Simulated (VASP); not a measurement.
A run of VASP 6.6.1:

The input POSCAR:

```
BiB
1.0
    0.0365983263      2.7814728006      2.7814728006
    2.7814728006      0.0365983263      2.7814728006
    2.7814728006      2.7814728006      0.0365983263
B Bi
1 1
Direct
    0.0005908435      0.0005908435      0.0005908435
    0.2494091565      0.2494091565      0.2494091565
```

File INCAR.step1:

```
PREC     = Accurate       # precision mode
ENCUT    = 520            # plane-wave cutoff, eV
ISMEAR   = -1             # smearing method
SIGMA    = 0.02           # smearing width, eV
LREAL    = F              # projectors in reciprocal space
LASPH    = T              # aspherical terms in the spheres
NELM     = 80             # most SCF steps
NBANDS   = 16             # bands
GGA      = PE             # functional
ALGO     = Normal         # electronic algorithm
EDIFF    = 1E-4           # SCF threshold, eV
LWAVE    = T              # write WAVECAR
LCHARG   = F              # write CHGCAR
```

INCAR.step2

```
PREC     = Accurate       # precision mode
ENCUT    = 520            # plane-wave cutoff, eV
EDIFF    = 1E-6           # SCF threshold, eV
ISMEAR   = -1             # smearing method
SIGMA    = 0.02           # smearing width, eV
LREAL    = F              # projectors in reciprocal space
LASPH    = T              # aspherical terms in the spheres
NELM     = 80             # most SCF steps
ALGO     = Normal         # electronic algorithm
ISIF     = 2              # what is computed and relaxed
LWAVE    = F              # write WAVECAR
LCHARG   = T              # write CHGCAR
METAGGA  = R2SCAN         # meta-GGA
LMIXTAU  = T            
LELF     = T              # ELF
LVHAR    = T            
NBANDS   = 16             # bands
ISTART   = 1
```

File KPOINTS:

```
regular mesh
0
Gamma
  8 8 8
```

Potentials or basis: VASP PAW PBE potentials, release 64 (B, Bi_d).

The run is started by

```console
$ cat potpaw_PBE.64/B/POTCAR potpaw_PBE.64/Bi_d/POTCAR > POTCAR
$ cp INCAR.step1 INCAR
$ mpirun -np 1 vasp_std > vasp.out
$ cp INCAR.step2 INCAR
$ mpirun -np 1 vasp_std > vasp.out
```

Hardware: 1 thread of AMD EPYC 9R45 96-Core Processor (Zen 5), on a shared host.

**Question.** Estimate the wall time of this run.

**Answer.** Wall time 88 s on 1 thread of AMD EPYC 9R45 96-Core Processor (Zen 5), with other jobs on the host, peak memory 0.17 GiB. Counts: k points 65.
